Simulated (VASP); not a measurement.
Gd, 1 atom in the cell. Symmetry: Im-3m, No. 229, cubic system. The conventional cell has a = 4.116 Å, b = 4.116 Å, c = 4.116 Å, α = 90.00°, β = 90.00°, γ = 90.00°. Gd (site symmetry m-3m) has 14 Gd at 3.56 to 4.12 Å within 4.7 Å. This isn't the form of Gd at room conditions, which is hcp.

- Program: VASP 6.6.1
- Task: single point
- Functional: r2SCAN
- Potentials or basis: VASP PAW PBE potentials, release 64 (Gd)
- Cutoff: 520 eV
- k mesh: 8 × 8 × 8
- Occupations: methfessel-paxton, width 0.1 eV
- Spin: collinear spin, ferromagnetic start
- Starting moments: [7.0] μB
- Dipole correction: no
- Further INCAR settings: ALGO = Normal; EDIFF = 1e-07; NBANDS = 19

Potentials or basis: VASP PAW PBE potentials, release 64 (Gd).

The run is started by

```console
$ cat potpaw_PBE.64/Gd/POTCAR > POTCAR
$ cp INCAR.step1 INCAR
$ mpirun -np 1 vasp_std > vasp.out
$ cp INCAR.step2 INCAR
$ mpirun -np 1 vasp_std > vasp.out
```

Hardware: 1 thread of AMD EPYC 9R45 96-Core Processor (Zen 5), on a shared host.

**Question.** Estimate the wall time of this run.

**Answer.** Run time: 2.6 min on 1 thread of AMD EPYC 9R45 96-Core Processor (Zen 5), on a shared host, peak memory 0.18 GiB. Counts: k points 29.
